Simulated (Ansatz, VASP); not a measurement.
**MnO2 in VASP and in Ansatz**

```
CELL_PARAMETERS angstrom
4.39600 0.00000 0.00000
0.00000 4.39600 0.00000
0.00000 0.00000 2.87100
ATOMIC_POSITIONS crystal
Mn 0.00000 0.00000 0.00000
Mn 0.50000 0.50000 0.50000
O 0.30200 0.30200 0.00000
O 0.19800 0.80200 0.50000
O 0.69800 0.69800 0.00000
O 0.80200 0.19800 0.50000
```

Alike in both runs: task single point; functional LDA; k mesh 4 × 4 × 7; occupations gaussian, width 0.05 eV; collinear spin; Hubbard terms Mn d U = 4.0 eV.

|  | VASP | Ansatz |
| --- | --- | --- |
| version | VASP 6.6.1 | Ansatz 0.2.0 |
| potentials or method | VASP PAW LDA potentials, release 64 (Mn_sv, O), cutoff 600 eV | scalar-relativistic, plane waves, PAW |
| valence electrons in the cell | 54 | 54 |

```tsv
	VASP	Ansatz	Ansatz less VASP
pressure (GPa)	-8.6	-6.4	+2.22
traceless stress, the component that is largest in VASP (GPa)	-1.27	-0.25	+1.021
rms of the force components (eV/Å)	0.256	0.258	+0.0019
net moment per atom (μB)	1.00	1.00	0.000
size of the moment on the site where the two differ most (μB)	2.86	2.63	-0.232
```

LDA's correlation is that of Perdew and Zunger in VASP and of Perdew and Wang (1992) in Ansatz. Site moments also hang on the region over which each program counts them. The programs project onto different local orbitals, so the same U acts differently, and such runs can settle in different states. Atom by atom the forces differ by 0.002 eV/Å (rms over components). Ansatz's warnings: filled band counts differ across k points.
